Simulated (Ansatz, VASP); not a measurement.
# KAgCl2: VASP beside Ansatz

The input POSCAR:

```
KAgCl2
1.0
    2.0554083162      1.1866905447      6.5354919417
   -2.0554083162      1.1866905447      6.5354919417
    0.0000000000     -2.3733810893      6.5354919417
K Ag Cl
1 1 2
Direct
    1.0000000000      0.0000000000      0.0000000000
    0.5000000000      0.5000000000      0.5000000000
    0.2383450504      0.2383450504      0.2383450504
    0.7616549496      0.7616549496      0.7616549496
```

INCAR.step1

```
ALGO     = Normal         # electronic algorithm
EDIFF    = 1E-4           # SCF threshold, eV
ENCUT    = 520            # plane-wave cutoff, eV
GGA      = PE             # functional
ISMEAR   = 0              # smearing method
LASPH    = T              # aspherical terms in the spheres
LCHARG   = F              # write CHGCAR
LREAL    = F              # projectors in reciprocal space
LWAVE    = T              # write WAVECAR
NBANDS   = 25             # bands
NELM     = 60             # most SCF steps
PREC     = Accurate       # precision mode
SIGMA    = 0.01           # smearing width, eV
```

File INCAR.step2:

```
ALGO     = Normal         # electronic algorithm
EDIFF    = 1E-7           # SCF threshold, eV
ENCUT    = 520            # plane-wave cutoff, eV
ISIF     = 2              # what is computed and relaxed
ISMEAR   = 0              # smearing method
ISTART   = 1            
LASPH    = T              # aspherical terms in the spheres
LCHARG   = F              # write CHGCAR
LMIXTAU  = T            
LREAL    = F              # projectors in reciprocal space
LWAVE    = F              # write WAVECAR
METAGGA  = R2SCAN         # meta-GGA
NBANDS   = 25             # bands
NELM     = 60             # most SCF steps
PREC     = Accurate       # precision mode
SIGMA    = 0.01           # smearing width, eV
```

File KPOINTS:

```
k-points
0
Gamma
  6 6 6
```

Input for Ansatz:

```yaml
crystal:
  lattice:
    - [2.0554083162, 1.1866905447, 6.5354919417]
    - [-2.0554083162, 1.1866905447, 6.5354919417]
    - [0.0, -2.3733810893, 6.5354919417]
  atoms:
    - { symbol: K, position: [1.0, 0.0, 0.0] }
    - { symbol: Ag, position: [0.5, 0.5, 0.5] }
    - { symbol: Cl, position: [0.2383450504, 0.2383450504, 0.2383450504] }
    - { symbol: Cl, position: [0.7616549496, 0.7616549496, 0.7616549496] }
kpoints:
  mp_grid: { grid: [6, 6, 6] }
hamiltonian:
  xc: r2scan
scf:
  occupations: { method: fixed }
  n_extra_bands: 5
output:
  forces: true
  stress: true
  eigenvalues: true
```

Alike in both runs: task single point; functional r2SCAN; k mesh 6 × 6 × 6; no spin polarisation.

|  | VASP | Ansatz |
| --- | --- | --- |
| version | VASP 6.6.1 | Ansatz 0.2.0 |
| potentials or method | VASP PAW PBE potentials, release 64 (K_sv, Ag, Cl) | plane waves, PAW |
| plane-wave cutoff (eV) | 520 | 500 |
| occupations | gaussian, width 0.01 eV | fixed |
| valence electrons in the cell | 34 | 42 |

```csv
,VASP,Ansatz,Ansatz less VASP
gap on the k mesh at the Fermi level (eV),3.17,3.21,+0.044
pressure (GPa),2.3,2.3,+0.04
"traceless stress, the component that is largest in VASP (GPa)",-0.15,-0.14,+0.007
rms of the force components (eV/Å),0.019,0.024,+0.0045
```

VASP's potentials were made for PBE, not for r2SCAN. Atom by atom the forces differ by 0.004 eV/Å (rms over components). VASP's potentials hold 34 valence electrons a cell and Ansatz's 42, so a difference there can come from the potentials and not from the codes.
